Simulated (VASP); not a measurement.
# TiC (Fm-3m) in VASP: further runs

TiC is run at these levels: PBEsol; tasks: vibrations by perturbation theory.

Everything below comes from runs of VASP 6.6.1. Logs are shortened: lines on timing, memory, paths and dates and some standing lists are left out, and cuts for length are marked.

## 1. The cell of the first run

Symmetry: Fm-3m, No. 225, cubic system. Conventional cell: a = 4.250 Å, b = 4.250 Å, c = 4.250 Å, α = 90.00°, β = 90.00°, γ = 90.00°. Ti (site symmetry m-3m) has 6 C at 2.13 Å within 2.8 Å. Within 2.8 Å of C (site symmetry m-3m) lie 6 Ti at 2.13 Å.

## 2. Vibrations by perturbation theory, PBEsol (9.60 Å³/atom)

The input, INCAR:

```
  ALGO = Normal
  EDIFF = 1E-8
  ENCUT = 520
  GGA = PS
  IBRION = 8
  ISIF = 2
  ISMEAR = -1
  LASPH = T
  LCHARG = T
  LREAL = F
  LWAVE = F
  NELM = 80
  NSW = 1
  PREC = Accurate
  SIGMA = 0.1
```

The input, KPOINTS:

```
k-points
0
Gamma
  16 16 16
```

The input, POSCAR:

```
TiC
1.0
    0.0000000000      2.1250731550      2.1250731550
    2.1250731550      0.0000000000      2.1250731550
    2.1250731550      2.1250731550      0.0000000000
Ti C
1 1
Direct
    0.0000000000      0.0000000000      0.0000000000
    0.5000000000      0.5000000000      0.5000000000
```

Potentials or basis: VASP PAW PBE potentials, release 64 (Ti_sv, C).

Command:

```sh
$ cat potpaw_PBE.64/Ti_sv/POTCAR potpaw_PBE.64/C/POTCAR > POTCAR
$ mpirun -np 1 vasp_std > vasp.out
```

OUTCAR:

```text
EDIFF = 1E-8
   ENCUT = 520
   GGA = PS
   IBRION = 8
   ISIF = 2
   ISMEAR = -1
   LASPH = T
   LREAL = F
   NELM = 80
   NSW = 1
   PREC = Accurate

 ion  position               nearest neighbor table
   1  0.000  0.000  0.000-   2 2.13   2 2.13   2 2.13   2 2.13   2 2.13   2 2.13
   2  0.500  0.500  0.500-   1 2.13   1 2.13   1 2.13   1 2.13   1 2.13   1 2.13

  LATTYP: Found a face centered cubic cell.
 ALAT       =     4.2501463100

  Lattice vectors:

 A1 = (   0.0000000000,   2.1250731550,   2.1250731550)
 A2 = (   2.1250731550,   0.0000000000,   2.1250731550)
 A3 = (   2.1250731550,   2.1250731550,   0.0000000000)

Analysis of symmetry for initial positions (statically):
=====================================================================
 Subroutine PRICEL returns:
 Original cell was already a primitive cell.

 Routine SETGRP: Setting up the symmetry group for a
 face centered cubic supercell.

 Subroutine GETGRP returns: Found 48 space group operations
 (whereof 48 operations were pure point group operations)
 out of a pool of 48 trial point group operations.

The static configuration has the point symmetry O_h .

Analysis of symmetry for dynamics (positions and initial velocities):
=====================================================================
 Subroutine PRICEL returns:
 Original cell was already a primitive cell.

 Routine SETGRP: Setting up the symmetry group for a
 face centered cubic supercell.

 Subroutine GETGRP returns: Found 48 space group operations
 (whereof 48 operations were pure point group operations)
 out of a pool of 48 trial point group operations.

The dynamic configuration has the point symmetry O_h .

 Subroutine INISYM returns: Found 48 space group operations
 (whereof 48 operations are pure point group operations),
 and found     1 'primitive' translations

----------------------------------------------------------------------------------------

[... 518 lines left out ...]
  external PRESSURE =      88.6335240 kB  Pullay stress =       0.0000000 kB

 VOLUME and BASIS-vectors are now :
 -----------------------------------------------------------------------------
  energy-cutoff  :      520.00
  volume of cell :       19.19
      direct lattice vectors                 reciprocal lattice vectors
     0.000000000  2.125073155  2.125073155    -0.235286018  0.235286018  0.235286018
     2.125073155  0.000000000  2.125073155     0.235286018 -0.235286018  0.235286018
     2.125073155  2.125073155  0.000000000     0.235286018  0.235286018 -0.235286018

 POSITION                                       TOTAL-FORCE (eV/Angst)
 -----------------------------------------------------------------------------------
      0.00000      0.00000      0.00000         0.000000      0.000000     -0.000000
      2.12507      2.12507      2.12507         0.000000      0.000000      0.000000
 -----------------------------------------------------------------------------------
    total drift:                                0.000000     -0.000000     -0.000000

  FREE ENERGIE OF THE ION-ELECTRON SYSTEM (eV)
  ---------------------------------------------------
  free  energy   TOTEN  =       -19.7901359339 eV

  energy  without entropy=      -19.7799394303  energy(sigma->0) =      -19.78503768

[... ionic steps 2 to 3 ...]

--------------------------------------- Ionic step        4  -------------------------------------------

------------------------ aborting loop because EDIFF is reached ----------------------------------------

[... ionic steps 5 to 6 ...]

--------------------------------------- Ionic step        7  -------------------------------------------

 Free energy of the ion-electron system (eV)
  ---------------------------------------------------
  ---------------------------------------------------
  free energy    TOTEN  =        -0.11857286 eV

  energy without entropy =       -0.11857286

------------------------ aborting loop because EDIFF is reached ----------------------------------------

 INTERNAL STRAIN TENSOR  FOR ION    2  DIRECTION 1   (eV/Angst):
 -----------------------------------------------------------------------------
    -0.01225  0.00000  0.00000
    -0.00000  0.00482 -0.00000
    -0.00000 -0.00000  0.00482

 INTERNAL STRAIN TENSOR FOR ION    2 for displacements in x,y,z  (eV/Angst):
          X           Y           Z          XY          YZ          ZX
  --------------------------------------------------------------------------------
  x     0.00000     0.00000     0.00000     0.00000     0.00000     0.00000
  y     0.00000     0.00000     0.00000     0.00000     0.00000     0.00000
  z     0.00000     0.00000     0.00000     0.00000     0.00000     0.00000

 SECOND DERIVATIVES (NOT SYMMETRIZED)
 ------------------------------------
               1X          1Y          1Z          2X          2Y          2Z
  1X   -11.602971    0.000000    0.000000   11.602971    0.000000    0.000000
  1Y     0.000000  -11.602971    0.000000    0.000000   11.602971    0.000000
  1Z     0.000000    0.000000  -11.602971    0.000000    0.000000   11.602971
  2X    11.583447    0.000000    0.000000  -11.583447    0.000000    0.000000
  2Y     0.000000   11.583447    0.000000    0.000000  -11.583447    0.000000
  2Z     0.000000    0.000000   11.583447    0.000000    0.000000  -11.583447

 Eigenvectors and eigenvalues of the dynamical matrix
 ----------------------------------------------------

   1 f  =   17.173435 THz   107.903877 2PiTHz  572.844144 cm-1    71.023590 meV
             X         Y         Z           dx          dy          dz
      0.000000  0.000000  0.000000     0.000000    0.000000   -0.448127
      2.125073  2.125073  2.125073     0.000000    0.000000    0.893970
[... 21 lines left out ...]
   6 f/i=    0.005793 THz     0.036400 2PiTHz    0.193240 cm-1     0.023959 meV
             X         Y         Z           dx          dy          dz
      0.000000  0.000000  0.000000    -0.877987    0.160323    0.051154
      2.125073  2.125073  2.125073    -0.440115    0.080366    0.025642

--------------------------------------------------------------------------------------------------------

 ELASTIC MODULI CONTR FROM IONIC RELAXATION (kBar)
 Direction    XX          YY          ZZ          XY          YZ          ZX
 --------------------------------------------------------------------------------
 XX           0.0000      0.0000      0.0000      0.0000      0.0000      0.0000
 YY           0.0000      0.0000      0.0000      0.0000      0.0000      0.0000
 ZZ           0.0000      0.0000      0.0000      0.0000      0.0000      0.0000
 XY           0.0000      0.0000      0.0000      0.0000      0.0000      0.0000
 YZ           0.0000      0.0000      0.0000      0.0000      0.0000      0.0000
 ZX           0.0000      0.0000      0.0000      0.0000      0.0000      0.0000
 --------------------------------------------------------------------------------
```

stdout:

```text
POSCAR found type information on POSCAR TiC
 POSCAR found :  2 types and       2 ions
 scaLAPACK will be used
 -----------------------------------------------------------------------------
|                                                                             |
|                                                                             |
|     You enforced a specific xc type in the INCAR file but a different       |
|     I HOPE YOU KNOW WHAT YOU ARE DOING!                                     |
|                                                                             |
 -----------------------------------------------------------------------------

 LDA part: xc-table for (Slater+PW92), standard interpolation
 POSCAR, INCAR and KPOINTS ok, starting setup
 FFT: planning ... GRIDC
 FFT: planning ... GRID_SOFT
 FFT: planning ... GRID
 WAVECAR not read
 entering main loop
 Linear response reoptimize wavefunctions to high precision
 Linear response DOF=           2
 Linear response progress:
 first order change of Fermi-energy   0.67567E-04
 force on displaced ion       1 direction 1 : -11.603   0.000   0.000
 Linear response progress:
 first order change of Fermi-energy   0.25722E-03
 force on displaced ion       2 direction 1 : -11.583   0.000   0.000
 Linear response finished
```

Run time: 6 min. Hardware: 1 thread of Intel Xeon Platinum 8259CL at 2.50GHz (Skylake/Cascade Lake), shared host; peak memory 0.32 GiB.

Results:

```yaml
Highest_phonon_frequency_at_Γ: 573 cm⁻¹
```

Phonon frequencies in cm⁻¹ (negative: imaginary):
```tsv
q point	frequencies
(0.000, 0.000, 0.000)	0 0 0 573 573 573
```

Caveat: the cell stands under pressure or tension, which shifts response properties; the PAW data sets were made with another functional, which shifts forces and pressure a little.

## 3. Vibrations by perturbation theory, PBEsol

This run uses another cell than the first one, of 9.89 Å³/atom.

The input, INCAR:

```
SYSTEM = TiC
PREC     = Accurate       ! precision mode
ENCUT    = 520            ! plane-wave cutoff, eV
EDIFF    = 1E-8           ! SCF threshold, eV
ISMEAR   = -1             ! smearing method
SIGMA    = 0.1            ! smearing width, eV
LREAL    = .False.        ! projectors in reciprocal space
LASPH    = .True.         ! aspherical terms in the spheres
NELM     = 60             ! most SCF steps
ALGO     = Normal         ! electronic algorithm
ISIF     = 2              ! what is computed and relaxed
LWAVE    = .False.        ! write WAVECAR
LCHARG   = .False.        ! write CHGCAR
GGA      = PS             ! functional
NBANDS   = 15             ! bands
IBRION   = 8              ! ionic algorithm
NSW      = 1              ! ionic steps
```

The input, KPOINTS:

```
regular mesh
0
Gamma
  16 16 16
  0 0 0
```

The input, POSCAR:

```
TiC
1.0
    0.0000000000      2.1467590727      2.1467590727
    2.1467590727      0.0000000000      2.1467590727
    2.1467590727      2.1467590727      0.0000000000
Ti C
1 1
Direct
    0.0000000000      0.0000000000      0.0000000000
    0.5000000000      0.5000000000      0.5000000000
```

Potentials or basis: VASP PAW PBE potentials, release 64 (Ti_sv, C).

Command:

```sh
$ cat potpaw_PBE.64/Ti_sv/POTCAR potpaw_PBE.64/C/POTCAR > POTCAR
$ mpirun -np 1 vasp_std > vasp.out
```

OUTCAR:

```text
SYSTEM = TiC
   PREC = Accurate
   ENCUT = 520
   EDIFF = 1E-8
   ISMEAR = -1
   LREAL = .False.
   LASPH = .True.
   NELM = 60
   ISIF = 2
   GGA = PS
   IBRION = 8
   NSW = 1

 ion  position               nearest neighbor table
   1  0.000  0.000  0.000-   2 2.15   2 2.15   2 2.15   2 2.15   2 2.15   2 2.15
   2  0.500  0.500  0.500-   1 2.15   1 2.15   1 2.15   1 2.15   1 2.15   1 2.15

  LATTYP: Found a face centered cubic cell.
 ALAT       =     4.2935181454

  Lattice vectors:
[... 687 lines left out ...]
               1X          1Y          1Z          2X          2Y          2Z
  1X   -10.389037    0.000000    0.000000   10.389037    0.000000    0.000000
  1Y     0.000000  -10.389037    0.000000    0.000000   10.389037    0.000000
  1Z     0.000000    0.000000  -10.389037    0.000000    0.000000   10.389037
  2X    10.380375    0.000000    0.000000  -10.380375    0.000000    0.000000
  2Y     0.000000   10.380375    0.000000    0.000000  -10.380375    0.000000
  2Z     0.000000    0.000000   10.380375    0.000000    0.000000  -10.380375

 Eigenvectors and eigenvalues of the dynamical matrix
 ----------------------------------------------------

   1 f  =   16.255777 THz   102.138057 2PiTHz  542.234345 cm-1    67.228460 meV
             X         Y         Z           dx          dy          dz
      0.000000  0.000000  0.000000    -0.447975    0.000000    0.000000
      2.146759  2.146759  2.146759     0.894046    0.000000    0.000000
[... 21 lines left out ...]
   6 f/i=    0.002715 THz     0.017060 2PiTHz    0.090571 cm-1     0.011229 meV
             X         Y         Z           dx          dy          dz
      0.000000  0.000000  0.000000    -0.000000   -0.894046    0.000000
      2.146759  2.146759  2.146759     0.000000   -0.447975    0.000000

--------------------------------------------------------------------------------------------------------

 ELASTIC MODULI CONTR FROM IONIC RELAXATION (kBar)
 Direction    XX          YY          ZZ          XY          YZ          ZX
 --------------------------------------------------------------------------------
 XX           0.0000      0.0000      0.0000      0.0000      0.0000      0.0000
 YY           0.0000      0.0000      0.0000      0.0000      0.0000      0.0000
 ZZ           0.0000      0.0000      0.0000      0.0000      0.0000      0.0000
 XY           0.0000      0.0000      0.0000      0.0000      0.0000      0.0000
 YZ           0.0000      0.0000      0.0000      0.0000      0.0000      0.0000
 ZX           0.0000      0.0000      0.0000      0.0000      0.0000      0.0000
 --------------------------------------------------------------------------------
```

Run time: 6.4 min. Hardware: 1 thread of Intel Xeon Platinum 8259CL at 2.50GHz (Skylake/Cascade Lake), shared host; peak memory 0.36 GiB.

Results:

```
Highest phonon frequency at Γ : 542 cm⁻¹
```

Phonon frequencies in cm⁻¹ (negative: imaginary):
```tsv
q point	frequencies
(0.000, 0.000, 0.000)	0 0 0 542 542 542
```

Caveat: the PAW data sets were made with another functional, which shifts forces and pressure a little.

(Part 1 of 3 ends here.)
